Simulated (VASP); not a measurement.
# Lu (Fm-3m) in VASP: notebook

Runs on Lu. Level: LDA. Tasks: relaxation of cell and atoms, single point.

Program: VASP 6.6.1. These are calculated values, not measurements. Logs are shortened: lines on timing, memory, paths and dates and some standing lists are left out, and cuts for length are marked.

## (1) The cell of the first run

The structure is cubic, space group Fm-3m (No. 225). The conventional cell has a = 4.905 Å, b = 4.905 Å, c = 4.905 Å, α = 90.00°, β = 90.00°, γ = 90.00°. Lu (site symmetry m-3m) has 12 Lu at 3.47 Å within 4.6 Å.

## (2) Relaxation of cell and atoms, LDA

INCAR reads:

```
PREC = Accurate
ENCUT = 600
EDIFF = 1E-6
ISMEAR = -1
SIGMA = 0.1
LREAL = F
LASPH = T
NELM = 100
ALGO = Normal
ISIF = 3
LWAVE = F
LCHARG = F
GGA = CA
IBRION = 2
NSW = 80
EDIFFG = -0.01
```

KPOINTS reads:

```
regular mesh
0
Gamma
  11 11 11
```

POSCAR reads:

```
Lu
1.0
    0.0000000000      2.4523337552      2.4523337552
    2.4523337552      0.0000000000      2.4523337552
    2.4523337552      2.4523337552      0.0000000000
Lu
1
Direct
    0.0000000000      0.0000000000      0.0000000000
```

Potentials or basis: VASP PAW PBE potentials, release 64 (Lu).

The run is started by

```console
$ cat potpaw_PBE.64/Lu/POTCAR > POTCAR
$ mpirun -np 1 vasp_std > vasp.out
```

OUTCAR:

```text
PREC = Accurate
   ENCUT = 600
   EDIFF = 1E-6
   ISMEAR = -1
   LREAL = F
   LASPH = T
   NELM = 100
   ISIF = 3
   GGA = CA
   IBRION = 2
   NSW = 80
   EDIFFG = -0.01

 ion  position               nearest neighbor table
   1  0.000  0.000  0.000-

  LATTYP: Found a face centered cubic cell.
 ALAT       =     4.9046675104

  Lattice vectors:

 A1 = (   0.0000000000,   2.4523337552,   2.4523337552)
 A2 = (   2.4523337552,   0.0000000000,   2.4523337552)
 A3 = (   2.4523337552,   2.4523337552,   0.0000000000)

Analysis of symmetry for initial positions (statically):
=====================================================================
 Subroutine PRICEL returns:
 Original cell was already a primitive cell.

 Routine SETGRP: Setting up the symmetry group for a
 face centered cubic supercell.

 Subroutine GETGRP returns: Found 48 space group operations
 (whereof 48 operations were pure point group operations)
 out of a pool of 48 trial point group operations.

The static configuration has the point symmetry O_h .

Analysis of symmetry for dynamics (positions and initial velocities):
=====================================================================
 Subroutine PRICEL returns:
 Original cell was already a primitive cell.

 Routine SETGRP: Setting up the symmetry group for a
 face centered cubic supercell.

 Subroutine GETGRP returns: Found 48 space group operations
 (whereof 48 operations were pure point group operations)
 out of a pool of 48 trial point group operations.

The dynamic configuration has the point symmetry O_h .

 Subroutine INISYM returns: Found 48 space group operations
 (whereof 48 operations are pure point group operations),
 and found     1 'primitive' translations

----------------------------------------------------------------------------------------

                                     Primitive cell

  volume of cell :      29.4964

  direct lattice vectors                    reciprocal lattice vectors
     0.000000000  2.452333755  2.452333755    -0.203887419  0.203887419  0.203887419
     2.452333755  0.000000000  2.452333755     0.203887419 -0.203887419  0.203887419
     2.452333755  2.452333755  0.000000000     0.203887419  0.203887419 -0.203887419

  length of vectors
     3.468123656  3.468123656  3.468123656     0.353143369  0.353143369  0.353143369

  position of ions in fractional coordinates (direct lattice)
     0.000000000  0.000000000  0.000000000

  ion indices of the primitive-cell ions
   primitive index   ion index
                 1           1

----------------------------------------------------------------------------------------

 KPOINTS: regular mesh

Automatic generation of k-mesh.
 Grid dimensions read from file:
 generate k-points for:   11   11   11

 Generating k-lattice:

  Cartesian coordinates                     Fractional coordinates (reciprocal lattice)
    -0.018535220  0.018535220  0.018535220     0.090909091  0.000000000  0.000000000
     0.018535220 -0.018535220  0.018535220     0.000000000  0.090909091  0.000000000
     0.018535220  0.018535220 -0.018535220     0.000000000  0.000000000  0.090909091

  Length of vectors
     0.032103943  0.032103943  0.032103943

  Shift w.r.t. Gamma in fractional coordinates (k-lattice)
     0.000000000  0.000000000  0.000000000

 Subroutine IBZKPT returns following result:
 ===========================================

 Found     56 irreducible k-points:

 Following reciprocal coordinates:
            Coordinates               Weight
  0.000000  0.000000  0.000000      1.000000
  0.090909  0.000000  0.000000      8.000000
  0.181818  0.000000  0.000000      8.000000
  0.272727  0.000000  0.000000      8.000000
  0.363636  0.000000  0.000000      8.000000
  0.454545  0.000000  0.000000      8.000000
[... 16 lines left out ...]
 -0.272727  0.181818  0.000000     24.000000
 -0.181818  0.181818  0.000000     12.000000
 [... further k-points ...]
   k-points           NKPTS =     56   k-points in BZ     NKDIM =     56   number of bands    NBANDS=     16
   number of dos      NEDOS =    301   number of ions     NIONS =      1
   total plane-waves  NPLWV =  21952
   dimension x,y,z NGX =    28 NGY =   28 NGZ =   28
   dimension x,y,z NGXF=    56 NGYF=   56 NGZF=   56
   ions per type =               1
   NGX,Y,Z   is equivalent  to a cutoff of  13.42, 13.42, 13.42 a.u.
   NGXF,Y,Z  is equivalent  to a cutoff of  26.84, 26.84, 26.84 a.u.
 SYSTEM =  unknown system
   PREC   = accura    normal or accurate (medium, high low for compatibility)
   ISTART =      0    job   : 0-new  1-cont  2-samecut
   ICHARG =      2    charge: 1-file 2-atom 10-const
   ISPIN  =      1    spin polarized calculation?
   LNONCOLLINEAR =      F non collinear calculations
   LSORBIT =      F    spin-orbit coupling
   LASPH  =      T    aspherical Exc in radial PAW
   ENCUT  =  600.0 eV  44.10 Ry    6.64 a.u.   6.93  6.93  6.93*2*pi/ulx,y,z
   NELM   =    100;   NELMIN=  2; NELMDL= -5     # of ELM steps
   EDIFF  = 0.1E-05   stopping-criterion for ELM
   LREAL  =      F    real-space projection
   EDIFFG = -.1E-01   stopping-criterion for IOM
   NSW    =     80    number of steps for IOM
   IBRION =      2    ionic relax: 0-MD 1-quasi-New 2-CG
   NFREE  =      1    steps in history (QN), initial steepest desc. (CG)
   ISIF   =      3    stress and relaxation
   ISYM   =      2    0-nonsym 1-usesym 2-fastsym
   POTIM  = 0.5000    time-step for ionic-motion
   TEBEG  =    0.0;   TEEND  =   0.0 temperature during run
   PSTRESS=    0.0 pullay stress
   NELECT =      25.0000    total number of electrons
   NUPDOWN=      -1.0000    fix difference up-down
   EMIN   =  10.00;   EMAX   =-10.00  energy-range for DOS
   EFERMI =   0.00;   METHOD = LEGACY
   ISMEAR =    -1;   SIGMA  =   0.10  broadening in eV -4-tet -1-fermi 0-gaus
   EFERMI_NEDOS =   21; number of points for ismear=-14 and -15
   IALGO  =     38    algorithm
   IMIX   =      4    mixing-type and parameters
     AMIX     =   0.40;   BMIX     =  1.00
     AMIX_MAG =   1.60;   BMIX_MAG =  1.00
  volume/ion in A,a.u.               =      29.50       199.05
  Fermi-wavevector in a.u.,A,eV,Ry     =   1.549287  2.927728 32.657938  2.400291
  Thomas-Fermi vector in A             =   2.654116
   LORBIT       =      0    0 simple, 1 ext, 2 COOP (PROOUT), +10 PAW based schemes
   GGA     = CA    functional components
   LHFCALC =     F    Hartree Fock is set to
   AEXX    =    0.0000 exact exchange contribution
   IVDW    =     0    specifies the selected vdW correction
   LEPSILON=     F    determine dielectric tensor
   LRPA    =     F    only Hartree local field effects (RPA)
 conjugate gradient relaxation of ions
 non-spin polarized calculation
  energy-cutoff  :      600.00
  volume of cell :       29.50
 maximum number of plane-waves:       998
   NGX = 13   NGY = 13   NGZ = 13

--------------------------------------- Ionic step        1  -------------------------------------------

 number of electron      25.0000000 magnetization

 Free energy of the ion-electron system (eV)
  ---------------------------------------------------
  ext. energy  EPLUGINS =         0.00000000
  ---------------------------------------------------
  free energy    TOTEN  =        -5.12196833 eV

  energy without entropy =       -5.07196016  energy(sigma->0) =       -5.09696425

------------------------ aborting loop because EDIFF is reached ----------------------------------------

  FORCE on cell =-STRESS in cart. coord.  units (eV):
  Direction    XX          YY          ZZ          XY          YZ          ZX
  --------------------------------------------------------------------------------------
  -------------------------------------------------------------------------------------
  Total       -1.0031380     -1.0031380     -1.0031380     -0.0000000      0.0000000      0.0000000
  in kB      -54.4882094    -54.4882094    -54.4882094     -0.0000000      0.0000000      0.0000000
  external PRESSURE =     -54.4882094 kB  Pullay stress =       0.0000000 kB

 VOLUME and BASIS-vectors are now :
 -----------------------------------------------------------------------------
  energy-cutoff  :      600.00
  volume of cell :       29.50
      direct lattice vectors                 reciprocal lattice vectors
     0.000000000  2.452333755  2.452333755    -0.203887419  0.203887419  0.203887419
     2.452333755  0.000000000  2.452333755     0.203887419 -0.203887419  0.203887419
     2.452333755  2.452333755  0.000000000     0.203887419  0.203887419 -0.203887419

 POSITION                                       TOTAL-FORCE (eV/Angst)
 -----------------------------------------------------------------------------------
      0.00000      0.00000      0.00000        -0.000000      0.000000      0.000000
 -----------------------------------------------------------------------------------
    total drift:                               -0.000000     -0.000000      0.000000

  FREE ENERGIE OF THE ION-ELECTRON SYSTEM (eV)
  ---------------------------------------------------
  free  energy   TOTEN  =        -5.1219683336 eV

  energy  without entropy=       -5.0719601631  energy(sigma->0) =       -5.09696425
[... 120 lines left out ...]
 VOLUME and BASIS-vectors are now :
 -----------------------------------------------------------------------------
  energy-cutoff  :      600.00
  volume of cell :       25.72
      direct lattice vectors                 reciprocal lattice vectors
    -0.000000000  2.342730423  2.342730423    -0.213426178  0.213426178  0.213426178
     2.342730423  0.000000000  2.342730423     0.213426178 -0.213426178  0.213426178
     2.342730423  2.342730423  0.000000000     0.213426178  0.213426178 -0.213426178

 POSITION                                       TOTAL-FORCE (eV/Angst)
 -----------------------------------------------------------------------------------
     -0.00000      0.00000      0.00000         0.000000     -0.000000     -0.000000
 -----------------------------------------------------------------------------------
    total drift:                               -0.000000     -0.000000     -0.000000

  FREE ENERGIE OF THE ION-ELECTRON SYSTEM (eV)
  ---------------------------------------------------
  free  energy   TOTEN  =        -5.1927882527 eV

  energy  without entropy=       -5.1534551388  energy(sigma->0) =       -5.17312170

--------------------------------------- Ionic step        6  -------------------------------------------

 number of electron      25.0000002 magnetization

 Free energy of the ion-electron system (eV)
  ---------------------------------------------------
  ext. energy  EPLUGINS =         0.00000000
  ---------------------------------------------------
  free energy    TOTEN  =        -5.19282047 eV

  energy without entropy =       -5.15327950  energy(sigma->0) =       -5.17304999

 E-fermi :   2.4657     XC(G=0): -11.5909

 val. band max:        2.4639086836   @ k =   0.4545   0.1818   0.0000
 cond. band min:       2.4683590172   @ k =  -0.4545   0.1818   0.0000
 fundamental gap:      0.0044503337
 Fermi energy:         2.4657253200

 k-point     1 :       0.0000    0.0000    0.0000
  band No.  band energies     occupation
      1     -53.2312      2.00000
      2     -23.7449      2.00000
      3     -23.7449      2.00000
      4     -23.7449      2.00000
      5      -3.8744      2.00000
      6      -2.4656      2.00000
[... 8 lines left out ...]
     15       4.7157      0.00000
     16       7.4167      0.00000

 k-point     2 :       0.0909    0.0000    0.0000
  band No.  band energies     occupation
      1     -53.2269      2.00000
      2     -23.8093      2.00000
      3     -23.7530      2.00000
      4     -23.7530      2.00000
      5      -3.6111      2.00000
      6      -2.4597      2.00000
[... 8 lines left out ...]
     15       4.8436      0.00000
     16       7.2722      0.00000
[... 387 lines left out ...]
      5      -2.4187      2.00000
      6      -2.3991      2.00000
[... 8 lines left out ...]
     15       5.4899      0.00000
     16       7.0231      0.00000

 k-point    24 :      -0.1818    0.1818    0.0000
  band No.  band energies     occupation
      1     -53.1953      2.00000
      2     -24.1720      2.00000
      3     -23.9220      2.00000
      4     -23.7952      2.00000
      5      -2.4152      2.00000
      6      -2.4091      2.00000
[... 8 lines left out ...]
     15       5.8901      0.00000
     16       6.0313      0.00000

 [... further k-points ...]
[... 5 lines left out ...]
  --------------------------------------------------------------------------------------
  -------------------------------------------------------------------------------------
  Total       -0.0093791     -0.0093791     -0.0093791      0.0000000      0.0000000     -0.0000000
  in kB       -0.5826172     -0.5826172     -0.5826172      0.0000000      0.0000000     -0.0000000
  external PRESSURE =      -0.5826172 kB  Pullay stress =       0.0000000 kB

 VOLUME and BASIS-vectors are now :
 -----------------------------------------------------------------------------
  energy-cutoff  :      600.00
  volume of cell :       25.79
      direct lattice vectors                 reciprocal lattice vectors
    -0.000000000  2.345049830  2.345049830    -0.213215086  0.213215086  0.213215086
     2.345049830  0.000000000  2.345049830     0.213215086 -0.213215086  0.213215086
     2.345049830  2.345049830  0.000000000     0.213215086  0.213215086 -0.213215086

 POSITION                                       TOTAL-FORCE (eV/Angst)
 -----------------------------------------------------------------------------------
      0.00000      0.00000      0.00000        -0.000000      0.000000     -0.000000
 -----------------------------------------------------------------------------------
    total drift:                               -0.000000     -0.000000     -0.000000

  FREE ENERGIE OF THE ION-ELECTRON SYSTEM (eV)
  ---------------------------------------------------
  free  energy   TOTEN  =        -5.1928204727 eV

  energy  without entropy=       -5.1532794988  energy(sigma->0) =       -5.17304999

 reached required accuracy - stopping structural energy minimisation
```

Wall time 80 s (1 thread of AMD EPYC 9R45 (Zen 5), shared host); peak memory 0.15 GiB.

What came out:

- Free energy: -5.1928 eV
- Relaxed volume: 25.79 Å³/atom
- Relaxed cell: a = 3.316 Å, b = 3.316 Å, c = 3.316 Å, α = 60.00°, β = 60.00°, γ = 60.00°
- Space group after relaxing (to 0.05 Å): Fm-3m (No. 225)
- Energy gained by relaxing: 70.9 meV/atom
- Ionic steps: 6
- Pressure after relaxing: -0.1 GPa

Step by step:
```tsv
step	energy change (eV)	largest force (eV/Å)	pressure (GPa)	volume (Å³)
1	0.0000	0.0000	-5.45	29.50
2	-0.0700	0.0000	1.70	25.42
3	-0.0706	0.0000	-0.28	25.98
4	-0.0708	0.0000	-0.20	25.90
5	-0.0708	0.0000	0.14	25.72
6	-0.0709	0.0000	-0.06	25.79
```

Final structure:
```cif
data_structure
_symmetry_space_group_name_H-M 'P 1'
_symmetry_Int_Tables_number 1
_cell_length_a 3.3164
_cell_length_b 3.3164
_cell_length_c 3.3164
_cell_angle_alpha 60.000
_cell_angle_beta 60.000
_cell_angle_gamma 60.000
_cell_volume 25.79
loop_
_atom_site_label
_atom_site_type_symbol
_atom_site_fract_x
_atom_site_fract_y
_atom_site_fract_z
_atom_site_occupancy
Lu1 Lu 0.00000 0.00000 0.00000 1
```

Caveat: the PAW data sets were made with another functional, which shifts forces and pressure a little; spin-orbit coupling is left out, which moves the levels of the heavy elements.

## (3) Single point, LDA

This run uses another cell than the first one, of 25.62 Å³/atom, 0.869 times its volume.

INCAR reads:

```
PREC     = Accurate       # precision mode
ENCUT    = 520            # plane-wave cutoff, eV
EDIFF    = 1E-6           # SCF threshold, eV
ISMEAR   = -1             # smearing method
SIGMA    = 0.1            # smearing width, eV
LREAL    = False          # projectors in reciprocal space
LASPH    = True           # aspherical terms in the spheres
NELM     = 100            # most SCF steps
ALGO     = Normal         # electronic algorithm
ISIF     = 2              # what is computed and relaxed
LWAVE    = False          # write WAVECAR
LCHARG   = False          # write CHGCAR
GGA      = CA             # functional
NBANDS   = 18             # bands
```

KPOINTS reads:

```
regular mesh
0
Gamma
  19 19 19
```

POSCAR reads:

```
Lu
1.0
    0.0000000000      2.3398831156      2.3398831156
    2.3398831156      0.0000000000      2.3398831156
    2.3398831156      2.3398831156      0.0000000000
Lu
1
Direct
    0.0000000000      0.0000000000      0.0000000000
```

Potentials or basis: VASP PAW PBE potentials, release 64 (Lu).

The run is started by

```console
$ cat potpaw_PBE.64/Lu/POTCAR > POTCAR
$ mpirun -np 1 vasp_std > vasp.out
```

It took 52 s on 1 thread of AMD EPYC 9R45 (Zen 5), shared host; peak memory 0.2 GiB.

The run converged. Its results:

```yaml
Free_energy: -5.1914 eV
Pressure: 0.2 GPa
```

Levels at points of the mesh, in eV from the Fermi level:
| k point | band 10 | band 11 | band 12 | band 13 | band 14 | band 15 |
| --- | --- | --- | --- | --- | --- | --- |
| (0.00, 0.00, 0.00) | -4.74 | -4.74 | -4.74 | 2.26 | 2.26 | 2.26 |

Caveat: the PAW data sets were made with another functional, which shifts forces and pressure a little; spin-orbit coupling is left out, which moves the levels of the heavy elements.
